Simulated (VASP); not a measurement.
Crystal: CuAu.

```xyz
2
Lattice="2.8107 0.0000 0.0000 0.0000 2.8107 0.0000 0.0000 0.0000 3.6850" Properties=species:S:1:pos:R:3 pbc="T T T"
Au    0.0000    0.0000    0.0000
Cu    1.4054    1.4054    1.8425
```

Base run:

```yaml
Program: VASP 6.6.1
Functional: LDA
Potentials_or_basis: VASP PAW LDA potentials, release 64 (Au, Cu)
Cutoff: 520 eV
k_mesh: 9 × 9 × 7
Occupations: fermi-dirac, width 0.05 eV
Spin: no spin polarisation
```

Its results: band gap on the k mesh zero (band 11 reaches 11.95 eV, above the bottom of band 12 at 6.51 eV); pressure -9.7 GPa.

Question: The run is repeated on the same cell with these changes: further incar settings from ALGO = Fast; EDIFF = 1e-06; NBANDS = 18 to ALGO = Normal; EDIFF = 1e-06; NBANDS = 18. What comes out?

Answer: Band gap on the k mesh zero (band 11 reaches 11.95 eV, above the bottom of band 12 at 6.51 eV); pressure -8.6 GPa.

Caveats: spin-orbit coupling is left out, which moves the levels of the heavy elements.
